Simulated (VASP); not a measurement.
Set up this calculation in VASP 6.6.1, as the native input.

* Task: single point
* Functional: r2SCAN
* Potentials or basis: VASP PAW PBE potentials, release 64 (Ba_sv, Ti_sv, O)
* Cutoff: 520 eV
* k mesh: 2 × 2 × 2
* Occupations: gaussian, width 0.02 eV
* Spin: no spin polarisation
* Dipole correction: no
* Further INCAR settings: ALGO = Normal; EDIFF = 1e-07; NBANDS = 28

BaTiO3:

```
Ba Ti O
1.0
     3.83733    0.00000    0.00000
     0.00000    2.94601    3.01643
     0.00000   -2.94601    3.01643
Ba Ti O
1 1 3
Direct
  0.00000 0.02394 0.02394
  0.50000 0.54251 0.54251
  0.00000 0.47376 0.47376
  0.50000 0.48946 0.96654
  0.50000 0.96654 0.48946
```

The input as run:

POSCAR

```
BaTiO3
1.0
    3.8373337438      0.0000000000      0.0000000000
    0.0000000000      2.9460111853      3.0164321852
    0.0000000000     -2.9460111853      3.0164321852
Ba Ti O
1 1 3
Direct
    0.0000000000      0.0239437718      0.0239437718
    0.5000000000      0.5425128692      0.5425128692
    0.0000000000      0.4737599542      0.4737599542
    0.5000000000      0.4894605678      0.9665428371
    0.5000000000      0.9665428371      0.4894605678
```

INCAR.step1

```
PREC = Accurate
ENCUT = 520
ISMEAR = 0
SIGMA = 0.02
LREAL = False
LASPH = True
NELM = 100
NBANDS = 28
GGA = PE
ALGO = Normal
EDIFF = 1E-4
LWAVE = True
LCHARG = False
```

INCAR.step2

```
PREC = Accurate
ENCUT = 520
EDIFF = 1E-7
ISMEAR = 0
SIGMA = 0.02
LREAL = False
LASPH = True
NELM = 100
ALGO = Normal
ISIF = 2
LWAVE = False
LCHARG = True
METAGGA = R2SCAN
LMIXTAU = True
LELF = True
LVHAR = True
NBANDS = 28
ISTART = 1
```

KPOINTS

```
Automatic mesh
0
Gamma
  2 2 2
```

Potentials or basis: VASP PAW PBE potentials, release 64 (Ba_sv, Ti_sv, O).

Launch:

```bash
$ cat potpaw_PBE.64/Ba_sv/POTCAR potpaw_PBE.64/Ti_sv/POTCAR potpaw_PBE.64/O/POTCAR > POTCAR
$ cp INCAR.step1 INCAR
$ mpirun -np 1 vasp_std > vasp.out
$ cp INCAR.step2 INCAR
$ mpirun -np 1 vasp_std > vasp.out
```

It gave:

```json
{"Pressure": "1.8 GPa", "Largest force": "0.212 eV/Å", "Band gap on the k mesh": "3.40 eV (least direct gap 4.16 eV)"}
```

Caveat: the k points lie up to 0.82 Å⁻¹ apart; the PAW data sets were made with another functional, which shifts forces and pressure a little; spin-orbit coupling is left out, which moves the levels of the heavy elements.

Run time: 57 s on 1 thread of Intel(R) Xeon(R) Platinum 8259CL CPU @ 2.50GHz (Skylake/Cascade Lake), on a shared host, peak memory 0.18 GiB.
